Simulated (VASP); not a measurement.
InSb3:

```xyz
4
Lattice="4.8064 0.0000 0.0000 0.0000 4.8064 0.0000 0.0000 0.0000 4.8064" Properties=species:S:1:pos:R:3 pbc="T T T"
Sb    2.4032    2.4032    0.0000
Sb    0.0000    2.4032    2.4032
Sb    2.4032    0.0000    2.4032
In    0.0000    0.0000    0.0000
```

| Quantity | Value |
| --- | --- |
| Program | VASP 6.6.1 |
| Task | relaxation of cell and atoms |
| Functional | PBE0 |
| Potentials or basis | VASP PAW PBE potentials, release 64 (Sb, In_d) |
| Cutoff | 500 eV |
| k mesh | 4 × 4 × 4 |
| Occupations | fermi-dirac, width 0.05 eV |
| Spin | no spin polarisation |

At the start: pressure -1.9 GPa; volume 27.76 Å³/atom.

Task: How do energy, volume and symmetry change on relaxing?

Result: Over 3 steps the energy falls by 5.7 meV/atom and the volume is 26.85 Å³/atom (-3.3 %); space group Pm-3m (No. 221, to 0.1 Å) before and after.

The path:
| step | energy change (eV) | largest force (eV/Å) | pressure (GPa) | volume (Å³) |
| --- | --- | --- | --- | --- |
| 1 | 0.0000 | 0.0000 | -1.95 | 111.03 |
| 2 | -0.0174 | 0.0000 | 1.02 | 105.70 |
| 3 | -0.0229 | 0.0000 | 0.01 | 107.39 |

Final structure:
```
Sb In
1.0
     4.75324    0.00000    0.00000
     0.00000    4.75324    0.00000
     0.00000    0.00000    4.75324
Sb In
3 1
Direct
  0.50000 0.50000 0.00000
  0.00000 0.50000 0.50000
  0.50000 0.00000 0.50000
  0.00000 0.00000 0.00000
```

Caveat: the PAW data sets were made with another functional, which shifts forces and pressure a little.
